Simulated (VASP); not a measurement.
# C (R-3m) in VASP: a series of runs

Runs on C. Level: r2SCAN. Tasks: single point.

All numbers are computed with VASP 6.6.1; they aren't measurements. Logs are shortened: lines on timing, memory, paths and dates and some standing lists are left out, and cuts for length are marked.

## Step 1: The cell of the first run

It takes space group R-3m (No. 166, trigonal). Conventional cell: a = 2.333 Å, b = 2.333 Å, c = 10.041 Å, α = 90.00°, β = 90.00°, γ = 120.00°. Within 1.8 Å of C (site symmetry 3m) lie 3 C at 1.35 Å.

## Step 2: Single point, r2SCAN (strain -0.050 along x and y, +0.000 along z)

Contents of POSCAR:

```
C
1.0
    1.1666250292      0.6735512746      3.3470108394
   -1.1666250292      0.6735512746      3.3470108394
    0.0000000000     -1.3471025493      3.3470108394
C
2
Direct
    0.1640000000      0.1640000000      0.1640000000
    0.8360000000      0.8360000000      0.8360000000
```

Contents of INCAR.step1:

```
SYSTEM = C
ALGO     = Normal         ! electronic algorithm
EDIFF    = 1E-4           ! SCF threshold, eV
ENCUT    = 520            ! plane-wave cutoff, eV
GGA      = PE             ! functional
ISMEAR   = 0              ! smearing method
LASPH    = .True.         ! aspherical terms in the spheres
LCHARG   = .False.        ! write CHGCAR
LREAL    = .False.        ! projectors in reciprocal space
LWAVE    = .True.         ! write WAVECAR
NBANDS   = 11             ! bands
NELM     = 80             ! most SCF steps
PREC     = Accurate       ! precision mode
SIGMA    = 0.05           ! smearing width, eV
```

Contents of INCAR.step2:

```
SYSTEM = C
ALGO     = Normal         ! electronic algorithm
EDIFF    = 1E-6           ! SCF threshold, eV
ENCUT    = 520            ! plane-wave cutoff, eV
ISIF     = 2              ! what is computed and relaxed
ISMEAR   = 0              ! smearing method
ISTART   = 1            
LASPH    = .True.         ! aspherical terms in the spheres
LCHARG   = .False.        ! write CHGCAR
LMIXTAU  = .True.       
LREAL    = .False.        ! projectors in reciprocal space
LWAVE    = .False.        ! write WAVECAR
METAGGA  = R2SCAN         ! meta-GGA
NBANDS   = 11             ! bands
NELM     = 80             ! most SCF steps
PREC     = Accurate       ! precision mode
SIGMA    = 0.05           ! smearing width, eV
```

Contents of KPOINTS:

```
k-points
0
Gamma
  12 12 12
  0 0 0
```

Potentials or basis: VASP PAW PBE potentials, release 64 (C).

Started as:

```bash
$ cat potpaw_PBE.64/C/POTCAR > POTCAR
$ cp INCAR.step1 INCAR
$ mpirun -np 1 vasp_std > vasp.out
$ cp INCAR.step2 INCAR
$ mpirun -np 1 vasp_std > vasp.out
```

OUTCAR:

```text
SYSTEM = C
   EDIFF = 1E-6
   ENCUT = 520
   ISIF = 2
   ISMEAR = 0
   ISTART = 1
   LASPH = .True.
   LREAL = .False.
   METAGGA = R2SCAN
   NELM = 80
   PREC = Accurate

 ion  position               nearest neighbor table
   1  0.164  0.164  0.164-   2 1.35   2 1.35   2 1.35
   2  0.836  0.836  0.836-   1 1.35   1 1.35   1 1.35

  LATTYP: Found a trigonal (rhomboedric) cell.
 ALAT       =     3.6079311021
 COS(alpha) =     0.7908893731

  Lattice vectors:

 A1 = (   1.1666250292,   0.6735512746,   3.3470108394)
 A2 = (  -1.1666250292,   0.6735512746,   3.3470108394)
 A3 = (   0.0000000000,  -1.3471025493,   3.3470108394)

Analysis of symmetry for initial positions (statically):
=====================================================================
 Subroutine PRICEL returns:
 Original cell was already a primitive cell.

 Routine SETGRP: Setting up the symmetry group for a
 trigonal (rhombohedral) supercell.

 Subroutine GETGRP returns: Found 12 space group operations
 (whereof 12 operations were pure point group operations)
 out of a pool of 12 trial point group operations.

The static configuration has the point symmetry D_3d.

Analysis of symmetry for dynamics (positions and initial velocities):
=====================================================================
 Subroutine PRICEL returns:
 Original cell was already a primitive cell.

 Routine SETGRP: Setting up the symmetry group for a
 trigonal (rhombohedral) supercell.

 Subroutine GETGRP returns: Found 12 space group operations
 (whereof 12 operations were pure point group operations)
 out of a pool of 12 trial point group operations.

The dynamic configuration has the point symmetry D_3d.

 Subroutine INISYM returns: Found 12 space group operations
 (whereof 12 operations are pure point group operations),
 and found     1 'primitive' translations

----------------------------------------------------------------------------------------

                                     Primitive cell

  volume of cell :      15.7801

  direct lattice vectors                    reciprocal lattice vectors
     1.166625029  0.673551275  3.347010839     0.428586725  0.247444661  0.099591352
    -1.166625029  0.673551275  3.347010839    -0.428586725  0.247444661  0.099591352
     0.000000000 -1.347102549  3.347010839     0.000000000 -0.494889322  0.099591352

  length of vectors
     3.607931102  3.607931102  3.607931102     0.504810735  0.504810735  0.504810735

  position of ions in fractional coordinates (direct lattice)
     0.164000000  0.164000000  0.164000000
     0.836000000  0.836000000  0.836000000

  ion indices of the primitive-cell ions
   primitive index   ion index
                 1           1
                 2           2

----------------------------------------------------------------------------------------

 KPOINTS: k-points

Automatic generation of k-mesh.
 Grid dimensions read from file:
 generate k-points for:   12   12   12

 Generating k-lattice:

  Cartesian coordinates                     Fractional coordinates (reciprocal lattice)
     0.035715560  0.020620388  0.008299279     0.083333333  0.000000000 -0.000000000
    -0.035715560  0.020620388  0.008299279     0.000000000  0.083333333 -0.000000000
     0.000000000 -0.041240777  0.008299279    -0.000000000 -0.000000000  0.083333333

  Length of vectors
     0.042067561  0.042067561  0.042067561

  Shift w.r.t. Gamma in fractional coordinates (k-lattice)
     0.000000000  0.000000000  0.000000000

 Subroutine IBZKPT returns following result:
 ===========================================

 Found    189 irreducible k-points:

 Following reciprocal coordinates:
            Coordinates               Weight
  0.000000  0.000000  0.000000      1.000000
  0.083333  0.000000  0.000000      6.000000
  0.166667  0.000000 -0.000000      6.000000
  0.250000  0.000000  0.000000      6.000000
  0.333333  0.000000  0.000000      6.000000
  0.416667  0.000000  0.000000      6.000000
[... 16 lines left out ...]
  0.500000  0.166667  0.000000     12.000000
 -0.416667  0.166667  0.000000     12.000000
 [... further k-points ...]
   k-points           NKPTS =    189   k-points in BZ     NKDIM =    189   number of bands    NBANDS=     11
   number of dos      NEDOS =    301   number of ions     NIONS =      2
   total plane-waves  NPLWV =  21952
   dimension x,y,z NGX =    28 NGY =   28 NGZ =   28
   dimension x,y,z NGXF=    56 NGYF=   56 NGZF=   56
   ions per type =               2
   NGX,Y,Z   is equivalent  to a cutoff of  12.90, 12.90, 12.90 a.u.
   NGXF,Y,Z  is equivalent  to a cutoff of  25.80, 25.80, 25.80 a.u.
 SYSTEM =  C
   PREC   = accura    normal or accurate (medium, high low for compatibility)
   ISTART =      1    job   : 0-new  1-cont  2-samecut
   ICHARG =      0    charge: 1-file 2-atom 10-const
   ISPIN  =      1    spin polarized calculation?
   LNONCOLLINEAR =      F non collinear calculations
   LSORBIT =      F    spin-orbit coupling
   LASPH  =      T    aspherical Exc in radial PAW
   ENCUT  =  520.0 eV  38.22 Ry    6.18 a.u.   6.71  6.71  6.71*2*pi/ulx,y,z
   NELM   =     80;   NELMIN=  2; NELMDL=  0     # of ELM steps
   EDIFF  = 0.1E-05   stopping-criterion for ELM
   LREAL  =      F    real-space projection
[... 7 lines left out ...]
   TEBEG  =    0.0;   TEEND  =   0.0 temperature during run
   PSTRESS=    0.0 pullay stress
   NELECT =       8.0000    total number of electrons
   NUPDOWN=      -1.0000    fix difference up-down
   EMIN   =  10.00;   EMAX   =-10.00  energy-range for DOS
   EFERMI =   0.00;   METHOD = LEGACY
   ISMEAR =     0;   SIGMA  =   0.05  broadening in eV -4-tet -1-fermi 0-gaus
   EFERMI_NEDOS =   21; number of points for ismear=-14 and -15
   IALGO  =     38    algorithm
   IMIX   =      4    mixing-type and parameters
     AMIX     =   0.40;   BMIX     =  1.00
     AMIX_MAG =   1.60;   BMIX_MAG =  1.00
  volume/ion in A,a.u.               =       7.89        53.24
  Fermi-wavevector in a.u.,A,eV,Ry     =   1.305373  2.466798 23.184319  1.703999
  Thomas-Fermi vector in A             =   2.436247
   LORBIT       =      0    0 simple, 1 ext, 2 COOP (PROOUT), +10 PAW based schemes
   METAGGA = R2SCAN    functional components
   LHFCALC =     F    Hartree Fock is set to
   AEXX    =    0.0000 exact exchange contribution
   IVDW    =     0    specifies the selected vdW correction
   LEPSILON=     F    determine dielectric tensor
   LRPA    =     F    only Hartree local field effects (RPA)
 non-spin polarized calculation
 Gauss-broadening in eV      SIGMA  =   0.05
  energy-cutoff  :      520.00
  volume of cell :       15.78
 maximum number of plane-waves:       443
   NGX = 13   NGY = 13   NGZ = 13

 number of electron       8.0000000 magnetization

 Free energy of the ion-electron system (eV)
  ---------------------------------------------------
  ext. energy  EPLUGINS =         0.00000000
  ---------------------------------------------------
  free energy    TOTEN  =       -19.43687523 eV

  energy without entropy =      -19.43687523  energy(sigma->0) =      -19.43687523

 E-fermi :   5.6683     XC(G=0): -11.5127

 val. band max:        5.3133948715   @ k =  -0.3333   0.3333   0.0000
 cond. band min:       6.0585902790   @ k =  -0.3333   0.3333   0.0000
 fundamental gap:      0.7451954075
 Fermi energy:         5.6682816528

 k-point     1 :       0.0000    0.0000    0.0000
  band No.  band energies     occupation
      1     -16.6080      2.00000
      2      -2.5315      2.00000
      3       2.6126      2.00000
      4       2.6126      2.00000
      5       9.4065      0.00000
      6      15.5119      0.00000
      7      15.5119      0.00000
      8      20.2558      0.00000
      9      22.9337      0.00000
     10      32.0319      0.00000
     11      33.5592      0.00000

 k-point     2 :       0.0833    0.0000    0.0000
  band No.  band energies     occupation
      1     -16.4140      2.00000
      2      -2.3216      2.00000
      3       1.8614      2.00000
      4       2.1867      2.00000
      5       9.6712      0.00000
      6      15.6578      0.00000
      7      16.3741      0.00000
      8      19.4611      0.00000
      9      23.1932      0.00000
     10      32.5567      0.00000
     11      32.6741      0.00000

 k-point     3 :       0.1667    0.0000   -0.0000
  band No.  band energies     occupation
      1     -15.8344      2.00000
      2      -1.6987      2.00000
      3      -0.0339      2.00000
      4       1.2021      2.00000
      5      10.4606      0.00000
      6      15.8102      0.00000
      7      17.4369      0.00000
      8      18.6460      0.00000
      9      23.9558      0.00000
     10      30.0200      0.00000
     11      32.6599      0.00000

 k-point     4 :       0.2500    0.0000    0.0000
  band No.  band energies     occupation
      1     -14.8761      2.00000
      2      -2.4925      2.00000
      3      -0.6550      2.00000
      4       0.1237      2.00000
      5      11.6800      0.00000
      6      14.7705      0.00000
      7      15.8389      0.00000
      8      21.7795      0.00000
      9      24.6529      0.00000
     10      28.0029      0.00000
     11      30.7779      0.00000
[... 239 lines left out ...]
 k-point    22 :       0.4167    0.1667   -0.0000
  band No.  band energies     occupation
      1     -12.9529      2.00000
      2      -4.8570      2.00000
      3      -2.7646      2.00000
      4       0.9798      2.00000
      5      11.0737      0.00000
      6      15.4178      0.00000
      7      18.4544      0.00000
      8      21.3099      0.00000
      9      22.2925      0.00000
     10      27.5593      0.00000
     11      32.1818      0.00000

 k-point    23 :       0.5000    0.1667    0.0000
  band No.  band energies     occupation
      1     -11.3115      2.00000
      2      -7.1511      2.00000
      3      -3.4099      2.00000
      4       2.6050      2.00000
      5       8.8914      0.00000
      6      17.2679      0.00000
      7      18.4679      0.00000
      8      20.5425      0.00000
      9      22.0555      0.00000
     10      27.6378      0.00000
     11      32.5492      0.00000

 k-point    24 :      -0.4167    0.1667    0.0000
  band No.  band energies     occupation
      1      -9.7359      2.00000
      2      -8.9712      2.00000
      3      -3.6211      2.00000
      4       3.8789      2.00000
      5       7.4592      0.00000
      6      18.1645      0.00000
      7      18.3432      0.00000
      8      19.0410      0.00000
      9      22.5989      0.00000
     10      28.9033      0.00000
     11      32.0689      0.00000

 [... further k-points ...]
[... 5 lines left out ...]
  --------------------------------------------------------------------------------------
  -------------------------------------------------------------------------------------
  Total        8.1736556      8.1736556      0.0357512      0.0000000     -0.0000000      0.0000000
  in kB      829.8824829    829.8824829      3.6298675      0.0000000     -0.0000000      0.0000000
  external PRESSURE =     554.4649444 kB  Pullay stress =       0.0000000 kB

 VOLUME and BASIS-vectors are now :
 -----------------------------------------------------------------------------
  energy-cutoff  :      520.00
  volume of cell :       15.78
      direct lattice vectors                 reciprocal lattice vectors
     1.166625029  0.673551275  3.347010839     0.428586725  0.247444661  0.099591352
    -1.166625029  0.673551275  3.347010839    -0.428586725  0.247444661  0.099591352
     0.000000000 -1.347102549  3.347010839     0.000000000 -0.494889322  0.099591352

 POSITION                                       TOTAL-FORCE (eV/Angst)
 -----------------------------------------------------------------------------------
      0.00000     -0.00000      1.64673         0.000000     -0.000000      0.848177
      0.00000     -0.00000      8.39430         0.000000      0.000000     -0.848177
 -----------------------------------------------------------------------------------
    total drift:                                0.000000     -0.000000      0.000000

  FREE ENERGIE OF THE ION-ELECTRON SYSTEM (eV)
  ---------------------------------------------------
  free  energy   TOTEN  =       -19.4368752340 eV

  energy  without entropy=      -19.4368752340  energy(sigma->0) =      -19.43687523
```

Run time: 82 s. Hardware: 1 thread of Intel Xeon 6975P-C (Granite Rapids), shared host; peak memory 0.17 GiB.

What came out:

| Item | Value |
| --- | --- |
| Free energy | -19.4369 eV |
| Pressure | 55.4 GPa |
| Largest force | 0.848 eV/Å |

Forces on the atoms (eV/Å):
```
C    0.000  0.000  0.848
C    0.000  0.000 -0.848
```

Caveat: the cell differs from its parent crystal (strain -0.050 along x and y, +0.000 along z); the stress differs along the axes, from 0 to 83 GPa; the PAW data sets were made with another functional, which shifts forces and pressure a little.

## Step 3: Single point, r2SCAN (strain -0.025 along x and y, -0.050 along z)

Contents of POSCAR:

```
C
1.0
    1.1973256878      0.6912763082      3.1796602974
   -1.1973256878      0.6912763082      3.1796602974
    0.0000000000     -1.3825526163      3.1796602974
C
2
Direct
    0.1640000000      0.1640000000      0.1640000000
    0.8360000000      0.8360000000      0.8360000000
```

Contents of INCAR.step1:

```
  ALGO = Normal
  EDIFF = 1E-4
  ENCUT = 520
  GGA = PE
  ISMEAR = 0
  LASPH = T
  LCHARG = F
  LREAL = F
  LWAVE = T
  NBANDS = 11
  NELM = 60
  PREC = Accurate
  SIGMA = 0.05
```

Contents of INCAR.step2:

```
  ALGO = Normal
  EDIFF = 1E-6
  ENCUT = 520
  ISIF = 2
  ISMEAR = 0
  ISTART = 1
  LASPH = T
  LCHARG = F
  LMIXTAU = T
  LREAL = F
  LWAVE = F
  METAGGA = R2SCAN
  NBANDS = 11
  NELM = 60
  PREC = Accurate
  SIGMA = 0.05
```

Contents of KPOINTS:

```
k-points
0
Gamma
  12 12 12
```

Potentials or basis: VASP PAW PBE potentials, release 64 (C).

Started as:

```bash
$ cat potpaw_PBE.64/C/POTCAR > POTCAR
$ cp INCAR.step1 INCAR
$ mpirun -np 1 vasp_std > vasp.out
$ cp INCAR.step2 INCAR
$ mpirun -np 1 vasp_std > vasp.out
```

Run time: 82 s. Hardware: 1 thread of Intel Xeon 6975P-C (Granite Rapids), shared host; peak memory 0.17 GiB.

The run converged. Its results:

* Free energy: -19.7375 eV
* Pressure: 27.1 GPa
* Largest force: 0.827 eV/Å

Forces in eV/Å, atoms in the order of the input:
```
C    0.000  0.000  0.827
C    0.000  0.000 -0.827
```

Stress tensor (GPa, compression positive):
```
38.86  0.00  0.00
 0.00 38.86  0.00
 0.00  0.00  3.57
```

Caveat: the cell differs from its parent crystal (strain -0.025 along x and y, -0.050 along z); the stress differs along the axes, from 4 to 39 GPa; the PAW data sets were made with another functional, which shifts forces and pressure a little.

[end of part 1 of 2]
